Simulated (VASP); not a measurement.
Set up this calculation in VASP 6.6.1, as the native input.

```yaml
Task: single point
Functional: PBEsol
Potentials_or_basis: VASP PAW PBE potentials, release 64 (W_sv, C)
Cutoff: 520 eV
k_mesh: 8 × 8 × 1
Occupations: gaussian, width 0.1 eV
Spin: collinear spin
Starting_moments: "[0.0, 0.0, 0.0, 0.0, 2.0] μB"
Dipole_correction: yes
Further_INCAR_settings: ALGO = Normal; EDIFF = 1e-07; NBANDS = 42
```

The structure of W4C lies in POSCAR:

```
W4C
1.0
    3.1545348002      0.0000000000      0.0000000000
    0.0000000000      3.1545348002      0.0000000000
    0.0000000000      0.0000000000     21.5976290709
W C
4 1
Direct
    0.5000000000      0.5000000000      0.1852055143
    0.0000000000      0.0000000000      0.2582351693
    0.5000000000      0.5000000000      0.3339290903
    0.0000000000      0.0000000000      0.3980820785
    0.0000000000      0.0000000000      0.4971670286
```

The input as run:

INCAR

```
SYSTEM = W4C
  PREC = Accurate
  ENCUT = 520
  EDIFF = 1E-7
  ISMEAR = 0
  SIGMA = 0.1
  LREAL = .FALSE.
  LASPH = .TRUE.
  NELM = 150
  ALGO = Normal
  ISIF = 2
  LWAVE = .FALSE.
  LCHARG = .FALSE.
  ISPIN = 2
  MAGMOM = 0 0 0 0 2
  LORBIT = 11
  LMAXMIX = 4
  LDIPOL = .TRUE.
  IDIPOL = 3
  DIPOL = 0.5 0.5 0.335
  GGA = PS
  NBANDS = 42
```

KPOINTS

```
Automatic mesh
0
G
  8 8 1
  0 0 0
```

Potentials or basis: VASP PAW PBE potentials, release 64 (W_sv, C).

Launch:

```bash
$ cat potpaw_PBE.64/W_sv/POTCAR potpaw_PBE.64/C/POTCAR > POTCAR
$ mpirun -np 1 vasp_std > vasp.out
```

It gave:

* Largest force: 4.604 eV/Å
* Net moment: 1.08 μB per cell
* Site moments: W +0.12, +0.01, +0.07, +0.03; C +0.42 μB
* Valence electrons inside the program's atomic spheres: W 11.89, 12.08, 12.22, 12.10; C 2.03

Caveat: a moment this small can come from the mesh or the smearing; the PAW data sets were made with another functional, which shifts forces and pressure a little.

Run time: 7.8 min on 1 thread of Oxide Virtual Turin-like Processor, on a shared host, peak memory 0.44 GiB.
